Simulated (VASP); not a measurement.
A run of VASP 6.6.1 is set up as follows.

Contents of INCAR:

```
SYSTEM = MnO
PREC = Accurate
ENCUT = 520
EDIFF = 1E-6
ISMEAR = -1
SIGMA = 0.05
LREAL = .False.
LASPH = .True.
NELM = 150
ALGO = Normal
ISIF = 2
LWAVE = .False.
LCHARG = .True.
ISPIN = 2
MAGMOM = 4 0
LORBIT = 11
LMAXMIX = 4
LDAU = .True.
LDAUTYPE = 2
LDAUL = 2 -1
LDAUU = 6 0
LDAUJ = 0 0
LDAUPRINT = 1
GGA = PS
LELF = .True.
LVHAR = .True.
NBANDS = 20
```

Contents of KPOINTS:

```
Automatic mesh
0
Gamma
  10 10 10
  0 0 0
```

Contents of POSCAR:

```
MnO
1.0
    0.0000000000      2.2239077028      2.2239077028
    2.2239077028      0.0000000000      2.2239077028
    2.2239077028      2.2239077028      0.0000000000
Mn O
1 1
Direct
    0.0000000000      0.0000000000      0.0000000000
    0.5000000000      0.5000000000      0.5000000000
```

Potentials or basis: VASP PAW PBE potentials, release 64 (Mn_pv, O).

Command:

```console
$ cat potpaw_PBE.64/Mn_pv/POTCAR potpaw_PBE.64/O/POTCAR > POTCAR
$ mpirun -np 1 vasp_std > vasp.out
```

(1) What does it give for the site moments?

(2) Estimate the net moment.

Answers

(1) Mn +4.67; O +0.11 μB.

(2) 5.00 μB per cell.

Caveat: a cell with one magnetic atom can't hold antiferromagnetic order, which such compounds often take.
